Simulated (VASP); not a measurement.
## Al: relaxation of cell and atoms with PBEsol

The system is Al.

```xyz
12
Lattice="3.5150 2.0294 6.4821 -3.5150 2.0294 6.4821 0.0000 -4.0588 6.4821" Properties=species:S:1:pos:R:3 pbc="T T T"
Al   -2.1711    1.2535    4.4246
Al    0.0000   -2.5069    4.4246
Al    2.1711    1.2535    4.4246
Al    2.1711   -1.2535   15.0216
Al   -2.1711   -1.2535   15.0216
Al    0.0000    2.5069   15.0216
Al   -1.3688    0.7903    6.9798
Al    0.0000   -1.5806    6.9798
Al    1.3688    0.7903    6.9798
Al    1.3688   -0.7903   12.4664
Al   -1.3688   -0.7903   12.4664
Al    0.0000    1.5806   12.4664
```

```json
{
  "Program": "VASP 6.6.1",
  "Task": "relaxation of cell and atoms",
  "Functional": "PBEsol",
  "Potentials or basis": "VASP PAW PBE potentials, release 64 (Al)",
  "Cutoff": "600 eV",
  "k mesh": "9 × 9 × 9",
  "Occupations": "gaussian, width 0.1 eV",
  "Spin": "no spin polarisation",
  "Dipole correction": "no",
  "Further INCAR settings": "ALGO = Fast; EDIFF = 1e-06; IBRION = 2; EDIFFG = -0.01; NSW = 100; ISIF = 3"
}
```

```
Relaxed volume                        : 23.20 Å³/atom
Relaxed cell                          : a = 7.634 Å, b = 7.634 Å, c = 7.634 Å, α = 55.06°, β = 55.06°, γ = 55.06°
Space group after relaxing (to 0.1 Å) : R-3m (No. 166)
Energy gained by relaxing             : 0.5 meV/atom
Ionic steps                           : 8
Pressure after relaxing               : 0.0 GPa
Largest force after relaxing          : 0.005 eV/Å
Band gap on the k mesh                : zero (bands 18 and 19 overlap by 0.70 eV)
```

Forces in eV/Å, atoms in the order of the input:
```
Al  -0.001  0.001 -0.005
Al   0.000 -0.001 -0.005
Al   0.001  0.001 -0.005
Al   0.001 -0.001  0.005
Al  -0.001 -0.001  0.005
Al   0.000  0.001  0.005
Al  -0.004  0.002 -0.002
Al   0.000 -0.004 -0.002
Al   0.004  0.002 -0.002
Al   0.004 -0.002  0.002
Al  -0.004 -0.002  0.002
Al   0.000  0.004  0.002
```

The path:
```tsv
step	energy change (eV)	largest force (eV/Å)	pressure (GPa)	volume (Å³)
1	0.0000	0.0954	0.17	277.43
2	-0.0045	0.0433	-0.07	278.43
3	-0.0047	0.0498	-0.11	278.63
4	-0.0058	0.0345	0.00	278.17
5	-0.0061	0.0237	0.08	277.85
6	-0.0064	0.0120	0.02	278.25
7	-0.0064	0.0135	0.00	278.35
8	-0.0065	0.0052	0.00	278.42
```

Final structure:
```cif
data_structure
_symmetry_space_group_name_H-M 'P 1'
_symmetry_Int_Tables_number 1
_cell_length_a 7.6340
_cell_length_b 7.6340
_cell_length_c 7.6340
_cell_angle_alpha 55.058
_cell_angle_beta 55.058
_cell_angle_gamma 55.058
_cell_volume 278.42
loop_
_atom_site_label
_atom_site_type_symbol
_atom_site_fract_x
_atom_site_fract_y
_atom_site_fract_z
_atom_site_occupancy
Al1 Al 0.02109 0.63996 0.02109 1
Al2 Al 0.02109 0.02109 0.63996 1
Al3 Al 0.63996 0.02109 0.02109 1
Al4 Al 0.97891 0.36004 0.97891 1
Al5 Al 0.36004 0.97891 0.97891 1
Al6 Al 0.97891 0.97891 0.36004 1
Al7 Al 0.22930 0.61692 0.22930 1
Al8 Al 0.22930 0.22930 0.61692 1
Al9 Al 0.61692 0.22930 0.22930 1
Al10 Al 0.77070 0.38308 0.77070 1
Al11 Al 0.38308 0.77070 0.77070 1
Al12 Al 0.77070 0.77070 0.38308 1
```

Levels at points of the mesh, in eV from the Fermi level:
| k point | band 15 | band 16 | band 17 | band 18 | band 19 | band 20 | band 21 | band 22 |
| --- | --- | --- | --- | --- | --- | --- | --- | --- |
| (0.00, 0.00, 0.00) | -0.81 | -0.50 | -0.50 | 0.53 | 0.60 | 1.07 | 1.07 | 2.01 |

Run time: 2.1 h on 1 thread of Oxide Virtual Turin-like Processor, with other jobs on the host, peak memory 0.9 GiB.

Caveat: the PAW data sets were made with another functional, which shifts forces and pressure a little.
